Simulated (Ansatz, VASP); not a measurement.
## P in VASP and in Ansatz

```
CELL_PARAMETERS angstrom
0.00000 2.73910 2.73910
2.73910 0.00000 2.73910
2.73910 2.73910 0.00000
ATOMIC_POSITIONS crystal
P 0.12500 0.12500 0.12500
P 0.87500 0.87500 0.87500
```

Alike in both runs: task single point; functional PBE; k mesh 11 × 11 × 11; occupations fermi-dirac, width 0.1 eV; no spin polarisation.

```csv
,VASP,Ansatz
version,VASP 6.6.1,Ansatz 0.2.0
potentials or method,"VASP PAW PBE potentials, release 64 (P), cutoff 520 eV","plane waves (420 eV) with PAW, scalar-relativistic"
valence electrons in the cell,10,10
```

|  | VASP | Ansatz | Ansatz less VASP |
| --- | --- | --- | --- |
| pressure (GPa) | 0.0 | 0.1 | +0.12 |
